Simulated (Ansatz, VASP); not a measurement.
# Two plane-wave programs on Ag

```
Ag
1.0
     0.00000    2.00087    2.00087
     2.00087    0.00000    2.00087
     2.00087    2.00087    0.00000
Ag
1
Cartesian
  0.0000 0.0000 0.0000
```

Alike in both runs: task relaxation of cell and atoms; functional LDA; k mesh 20 × 20 × 20; occupations fermi-dirac, width 0.15 eV; no spin polarisation.

|  | VASP | Ansatz |
| --- | --- | --- |
| version | VASP 6.6.1 | Ansatz 0.2.0 |
| potentials or method | VASP PAW LDA potentials, release 64 (Ag), cutoff 600 eV | scalar-relativistic, plane waves, PAW |
| valence electrons in the cell | 11 | 19 |

```tsv
	VASP	Ansatz	Ansatz less VASP
gap on the k mesh at the Fermi level, each at its own relaxed structure (eV)	none	none	-
relaxed volume (Å³/atom)	16.03	16.02	-0.015
relaxed length of the cell vector where the two differ most in proportion (Å)	2.830	2.829	-0.0009
```

LDA's correlation is that of Perdew and Zunger in VASP and of Perdew and Wang (1992) in Ansatz. A gap of «none» marks a metal or a gap that the smearing closes. VASP's potentials hold 11 valence electrons a cell and Ansatz's 19, so a difference there can come from the potentials and not from the codes.
